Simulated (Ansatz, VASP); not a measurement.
Two plane-wave programs on SrCl2

```
CELL_PARAMETERS angstrom
2.45672 1.41839 4.01532
-2.45672 1.41839 4.01532
0.00000 -2.83678 4.01532
ATOMIC_POSITIONS crystal
Sr 0.00000 0.00000 0.00000
Cl 0.24995 0.24995 0.24995
Cl 0.75005 0.75005 0.75005
```

Alike in both runs: task single point; functional r2SCAN; k mesh 4 × 4 × 4; no spin polarisation.

|  | VASP | Ansatz |
| --- | --- | --- |
| version | VASP 6.6.1 | Ansatz 0.2.0 |
| potentials or method | VASP PAW PBE potentials, release 64 (Sr_sv, Cl) | plane waves |
| plane-wave cutoff (eV) | 550 | 500 |
| occupations | gaussian, width 0.01 eV | fixed |
| valence electrons in the cell | 24 | 24 |

Ansatz gave:

* gap on the k mesh at the Fermi level (eV): 5.98
* pressure (GPa): 0.7

Question: What did VASP give for the same quantities?

Answer: gap on the k mesh at the Fermi level (eV): 5.98; pressure (GPa): 0.8.

VASP's potentials were made for PBE, not for r2SCAN.
